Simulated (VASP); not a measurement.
# ScAl3 (Pm-3m) in VASP: elastic constants with PBEsol

Aim: the elastic constants of ScAl3 with PBEsol.

All numbers are computed with VASP 6.6.1; they aren't measurements. Logs are shortened: lines on timing, memory, paths and dates and some standing lists are left out, and cuts for length are marked.

### Step 1. The cell of the first run

It takes space group Pm-3m (No. 221, cubic). Conventional cell: a = 4.074 Å, b = 4.074 Å, c = 4.074 Å, α = 90.00°, β = 90.00°, γ = 90.00°. Sc (site symmetry m-3m) has 12 Al at 2.88 Å within 3.8 Å. Within 3.8 Å of Al (site symmetry 4/mmm) lie 4 Sc at 2.88 Å and 8 Al at 2.88 Å.

### Step 2. Elastic constants, PBEsol

The input, INCAR:

```
SYSTEM = ScAl3
PREC = Accurate ; ENCUT = 600
EDIFF = 1E-8 ; ISMEAR = -1
SIGMA = 0.15 ; LREAL = .False.
LASPH = .True. ; NELM = 100
ALGO = Normal ; ISIF = 3
LWAVE = .False. ; LCHARG = .False.
GGA = PS ; NBANDS = 18
IBRION = 6 ; NFREE = 2
POTIM = 0.015 ; NSW = 1
```

The input, KPOINTS:

```
Automatic mesh
0
Gamma
  10 10 10
  0 0 0
```

The input, POSCAR:

```
ScAl3
1.0
    4.0737612897      0.0000000000      0.0000000000
    0.0000000000      4.0737612897      0.0000000000
    0.0000000000      0.0000000000      4.0737612897
Sc Al
1 3
Direct
    0.0000000000      0.0000000000      0.0000000000
    0.5000000000      0.0000000000      0.5000000000
    0.0000000000      0.5000000000      0.5000000000
    0.5000000000      0.5000000000      0.0000000000
```

Potentials or basis: VASP PAW PBE potentials, release 64 (Sc_sv, Al).

Started as:

```bash
cat potpaw_PBE.64/Sc_sv/POTCAR potpaw_PBE.64/Al/POTCAR > POTCAR
mpirun -np 1 vasp_std > vasp.out
```

OUTCAR:

```text
SYSTEM = ScAl3
   PREC = Accurate
   ENCUT = 600
   EDIFF = 1E-8
   ISMEAR = -1
   LREAL = .False.
   LASPH = .True.
   NELM = 100
   ISIF = 3
   GGA = PS
   IBRION = 6
   NFREE = 2
   POTIM = 0.015
   NSW = 1

 ion  position               nearest neighbor table
   1  0.000  0.000  0.000-   2 2.88   3 2.88   4 2.88   2 2.88   3 2.88   3 2.88   4 2.88   3 2.88
                             2 2.88   4 2.88   2 2.88   4 2.88
   2  0.500  0.000  0.500-   1 2.88   3 2.88   4 2.88   1 2.88   4 2.88   3 2.88   4 2.88   4 2.88
                             1 2.88   3 2.88   1 2.88   3 2.88
   3  0.000  0.500  0.500-   1 2.88   2 2.88   4 2.88   1 2.88   4 2.88   1 2.88   2 2.88   1 2.88
                             2 2.88   4 2.88   4 2.88   2 2.88
   4  0.500  0.500  0.000-   1 2.88   2 2.88   3 2.88   2 2.88   3 2.88   1 2.88   2 2.88   2 2.88
                             1 2.88   3 2.88   3 2.88   1 2.88

  LATTYP: Found a simple cubic cell.
 ALAT       =     4.0737612897

  Lattice vectors:

 A1 = (   4.0737612897,   0.0000000000,   0.0000000000)
 A2 = (   0.0000000000,   4.0737612897,   0.0000000000)
 A3 = (   0.0000000000,   0.0000000000,   4.0737612897)

Analysis of symmetry for initial positions (statically):
=====================================================================
 Subroutine PRICEL returns:
 Original cell was already a primitive cell.

 Routine SETGRP: Setting up the symmetry group for a
 simple cubic supercell.

 Subroutine GETGRP returns: Found 48 space group operations
 (whereof 48 operations were pure point group operations)
 out of a pool of 48 trial point group operations.

The static configuration has the point symmetry O_h .

Analysis of symmetry for dynamics (positions and initial velocities):
=====================================================================
 Subroutine PRICEL returns:
 Original cell was already a primitive cell.

 Routine SETGRP: Setting up the symmetry group for a
 simple cubic supercell.

 Subroutine GETGRP returns: Found 48 space group operations
 (whereof 48 operations were pure point group operations)
 out of a pool of 48 trial point group operations.

The dynamic configuration has the point symmetry O_h .

 Subroutine INISYM returns: Found 48 space group operations
 (whereof 48 operations are pure point group operations),
 and found     1 'primitive' translations

----------------------------------------------------------------------------------------

                                     Primitive cell

  volume of cell :      67.6062

  direct lattice vectors                    reciprocal lattice vectors
     4.073761290  0.000000000  0.000000000     0.245473392  0.000000000  0.000000000
     0.000000000  4.073761290  0.000000000     0.000000000  0.245473392  0.000000000
     0.000000000  0.000000000  4.073761290     0.000000000  0.000000000  0.245473392

  length of vectors
     4.073761290  4.073761290  4.073761290     0.245473392  0.245473392  0.245473392

  position of ions in fractional coordinates (direct lattice)
     0.000000000  0.000000000  0.000000000
     0.500000000  0.000000000  0.500000000
     0.000000000  0.500000000  0.500000000
     0.500000000  0.500000000  0.000000000

  ion indices of the primitive-cell ions
   primitive index   ion index
                 1           1
[... 122 lines left out ...]
  free energy    TOTEN  =       -20.81335728 eV

  energy without entropy =      -20.71323591  energy(sigma->0) =      -20.76329659

------------------------ aborting loop because EDIFF is reached ----------------------------------------

  FORCE on cell =-STRESS in cart. coord.  units (eV):
  Direction    XX          YY          ZZ          XY          YZ          ZX
  --------------------------------------------------------------------------------------
  -------------------------------------------------------------------------------------
  Total        0.0604265      0.0604265      0.0604265      0.0000000     -0.0000000      0.0000000
  in kB        1.4320276      1.4320276      1.4320276      0.0000000     -0.0000000      0.0000000
  external PRESSURE =       1.4320276 kB  Pullay stress =       0.0000000 kB
[... 95 lines left out ...]
  FREE ENERGIE OF THE ION-ELECTRON SYSTEM (eV)
  ---------------------------------------------------
  free  energy   TOTEN  =       -20.8034092218 eV

  energy  without entropy=      -20.7048520375  energy(sigma->0) =      -20.75413063

[... ionic steps 4 to 16 ...]

--------------------------------------- Ionic step       17  -------------------------------------------

 number of electron      20.0000003 magnetization

------------------------ aborting loop because EDIFF is reached ----------------------------------------
[... 71 lines left out ...]
--------------------------------------- Ionic step       19  -------------------------------------------

 number of electron      20.0000003 magnetization

 Free energy of the ion-electron system (eV)
  ---------------------------------------------------
  ext. energy  EPLUGINS =         0.00000000
  ---------------------------------------------------
  free energy    TOTEN  =       -20.81281029 eV

  energy without entropy =      -20.71267640  energy(sigma->0) =      -20.76274334

 E-fermi :   7.2950     XC(G=0): -10.5393

 val. band max:        7.2675806325   @ k =   0.1000   0.5000   0.1000
 cond. band min:       7.3040632189   @ k =   0.3000   0.0000   0.0000
 fundamental gap:      0.0364825864
 Fermi energy:         7.2950088271

 k-point     1 :       0.0000    0.0000    0.0000
  band No.  band energies     occupation
      1     -41.4201      2.00000
      2     -20.2232      2.00000
      3     -20.2232      2.00000
      4     -20.2232      2.00000
      5      -2.7802      2.00000
      6       4.6548      2.00000
[... 481 lines left out ...]
      5      -1.7854      2.00000
      6       1.7417      2.00000
[... 10 lines left out ...]
     17      12.1706      0.00000
     18      12.9575      0.00000

 [... further k-points ...]

------------------------ aborting loop because EDIFF is reached ----------------------------------------

  FORCE on cell =-STRESS in cart. coord.  units (eV):
  Direction    XX          YY          ZZ          XY          YZ          ZX
  --------------------------------------------------------------------------------------
  -------------------------------------------------------------------------------------
  Total        0.0616077      0.0625266      0.0616077      0.0000000      0.0000000      0.0000000
  in kB        1.4600192      1.4817976      1.4600192      0.0000000      0.0000000      0.0000000
  external PRESSURE =       1.4672787 kB  Pullay stress =       0.0000000 kB
[... 19 lines left out ...]
  FREE ENERGIE OF THE ION-ELECTRON SYSTEM (eV)
  ---------------------------------------------------
  free  energy   TOTEN  =       -20.8128102888 eV

  energy  without entropy=      -20.7126763972  energy(sigma->0) =      -20.76274334

 INTERNAL STRAIN TENSORS FROM STRAINED CELLS
 ============================================

 INTERNAL STRAIN TENSOR FOR ION    1 for displacements in x,y,z  (eV/Angst):
          X           Y           Z          XY          YZ          ZX
  --------------------------------------------------------------------------------
  x     0.00000     0.00000     0.00000     0.00000     0.00000    -0.00000
  y     0.00000     0.00000     0.00000     0.00000     0.00000     0.00000
  z     0.00000     0.00000     0.00000     0.00000     0.00000     0.00000

 INTERNAL STRAIN TENSORS FROM DISPLACED ATOMS
 ============================================

 INTERNAL STRAIN TENSOR FOR ION    1 for displacements in x,y,z  (eV/Angst):
          X           Y           Z          XY          YZ          ZX
  --------------------------------------------------------------------------------
  x     0.00000     0.00000     0.00000     0.00000     0.00000     0.00000
  y     0.00000     0.00000     0.00000     0.00000     0.00000     0.00000
  z     0.00000     0.00000     0.00000     0.00000     0.00000     0.00000

 INTERNAL STRAIN TENSOR FOR ION    4 for displacements in x,y,z  (eV/Angst):
          X           Y           Z          XY          YZ          ZX
  --------------------------------------------------------------------------------
  x     0.00000     0.00000     0.00000     0.00000     0.00000     0.00000
  y     0.00000     0.00000     0.00000     0.00000     0.00000     0.00000
  z     0.00000     0.00000     0.00000     0.00000     0.00000     0.00000

 Eigenvectors and eigenvalues of the dynamical matrix
 ----------------------------------------------------

   1 f  =   10.116315 THz    63.562681 2PiTHz  337.443940 cm-1    41.837698 meV
             X         Y         Z           dx          dy          dz
      0.000000  0.000000  0.000000     0.340533   -0.524834    0.000106
      2.036881  0.000000  2.036881    -0.285488   -0.202696   -0.000089
      0.000000  2.036881  2.036881     0.131517    0.439998   -0.000089
      2.036881  2.036881  0.000000    -0.285488    0.439998    0.000041
[... 71 lines left out ...]
  12 f/i=    0.001740 THz     0.010932 2PiTHz    0.058038 cm-1     0.007196 meV
             X         Y         Z           dx          dy          dz
      0.000000  0.000000  0.000000     0.006556   -0.081998    0.591712
      2.036881  0.000000  2.036881     0.005081   -0.063562    0.458549
      0.000000  2.036881  2.036881     0.005082   -0.063545    0.458549
      2.036881  2.036881  0.000000     0.005081   -0.063545    0.458674

--------------------------------------------------------------------------------------------------------

 ELASTIC MODULI CONTR FROM IONIC RELAXATION (kBar)
 Direction    XX          YY          ZZ          XY          YZ          ZX
 --------------------------------------------------------------------------------
 XX           0.0000      0.0000      0.0000      0.0000      0.0000      0.0000
 YY           0.0000      0.0000      0.0000      0.0000      0.0000      0.0000
 ZZ           0.0000      0.0000      0.0000      0.0000      0.0000      0.0000
 XY           0.0000      0.0000      0.0000      0.0000      0.0000      0.0000
 YZ           0.0000      0.0000      0.0000      0.0000      0.0000      0.0000
 ZX           0.0000      0.0000      0.0000      0.0000      0.0000      0.0000
 --------------------------------------------------------------------------------

 TOTAL ELASTIC MODULI (kBar)
 Direction    XX          YY          ZZ          XY          YZ          ZX
 --------------------------------------------------------------------------------
 XX        1853.5642    444.6307    444.6307     -0.0000      0.0000      0.0000
 YY         444.6307   1853.5642    444.6307      0.0000      0.0000     -0.0000
 ZZ         444.6307    444.6307   1853.5642      0.0000      0.0000     -0.0000
 XY          -0.0000      0.0000      0.0000    751.3775      0.0000      0.0000
 YZ           0.0000      0.0000      0.0000      0.0000    751.3775      0.0000
 ZX           0.0000     -0.0000     -0.0000      0.0000      0.0000    751.3775
 --------------------------------------------------------------------------------
```

Wall time 32 min (1 thread of Intel Xeon 6975P-C (Granite Rapids), shared host); peak memory 0.79 GiB.

What came out:

- Elastic constants C11, C12, C44: 185, 44, 75 GPa
- Voigt bulk modulus: 91 GPa
- Highest phonon frequency at Γ, LO-TO splitting left out: 337 cm⁻¹

Phonon frequencies in cm⁻¹ (negative: imaginary):
| q point | frequencies |
| --- | --- |
| (0.000, 0.000, 0.000) | 0 0 0 241 241 241 260 260 260 337 337 337 |

Elastic tensor in Voigt notation (GPa, in the Cartesian axes of the cell as first typed):
```
185  44  44   0   0   0
 44 185  44   0   0   0
 44  44 185   0   0   0
  0   0   0  75   0   0
  0   0   0   0  75   0
  0   0   0   0   0  75
```

Clamped-ion elastic tensor (GPa):
```
185  44  44   0   0   0
 44 185  44   0   0   0
 44  44 185   0   0   0
  0   0   0  75   0   0
  0   0   0   0  75   0
  0   0   0   0   0  75
```

Caveat: the PAW data sets were made with another functional, which shifts forces and pressure a little.
